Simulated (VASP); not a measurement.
Wanted: the native input for a VASP 6.6.1 run.

```yaml
Task: single point
Functional: PBE
Potentials_or_basis: VASP PAW PBE potentials, release 64 (Co, Si)
Cutoff: 520 eV
k_mesh: 8 × 8 × 8
Occupations: gaussian, width 0.05 eV
Spin: collinear spin, zero start
Starting_moments: "[0.0, 0.0, 0.0, 0.0, 0.0, 0.0, 0.0, 0.0] μB"
Dipole_correction: no
Further_INCAR_settings: ALGO = Normal; EDIFF = 1e-07; NBANDS = 40
```

The structure of CoSi lies in POSCAR:

```
CoSi
1.0
    4.4380000000      0.0000000000      0.0000000000
    0.0000000000      4.4380000000      0.0000000000
    0.0000000000      0.0000000000      4.4380000000
Co Si
4 4
Direct
    0.1400000000      0.1400000000      0.1400000000
    0.3600000000      0.8600000000      0.6400000000
    0.6400000000      0.3600000000      0.8600000000
    0.8600000000      0.6400000000      0.3600000000
    0.8430000000      0.8430000000      0.8430000000
    0.6570000000      0.1570000000      0.3430000000
    0.3430000000      0.6570000000      0.1570000000
    0.1570000000      0.3430000000      0.6570000000
```

One way to write it, as run:

INCAR

```
SYSTEM = CoSi
ALGO = Normal
EDIFF = 1E-7
ENCUT = 520
GGA = PE
ISIF = 2
ISMEAR = 0
ISPIN = 2
LASPH = .TRUE.
LCHARG = .FALSE.
LMAXMIX = 4
LORBIT = 11
LREAL = .FALSE.
LWAVE = .FALSE.
MAGMOM = 0 0 0 0 0 0 0 0
NBANDS = 40
NELM = 150
PREC = Accurate
SIGMA = 0.05
```

KPOINTS

```
k-points
0
G
  8 8 8
  0 0 0
```

Potentials or basis: VASP PAW PBE potentials, release 64 (Co, Si).

The run is started by

```bash
$ cat potpaw_PBE.64/Co/POTCAR potpaw_PBE.64/Si/POTCAR > POTCAR
$ mpirun -np 1 vasp_std > vasp.out
```

Results of the run:

* Pressure: -0.4 GPa
* Largest force: 0.272 eV/Å
* Band gap on the k mesh: zero (filled and empty bands overlap)
* Net moment: 0.00 μB per cell
* Valence electrons inside the program's atomic spheres: Co 8.61; Si 1.61

Caveat: no moment was typed at the start, so none could form.

Run time: 9.1 min on 1 thread of AMD EPYC 7R13, with other jobs on the host, peak memory 0.35 GiB.
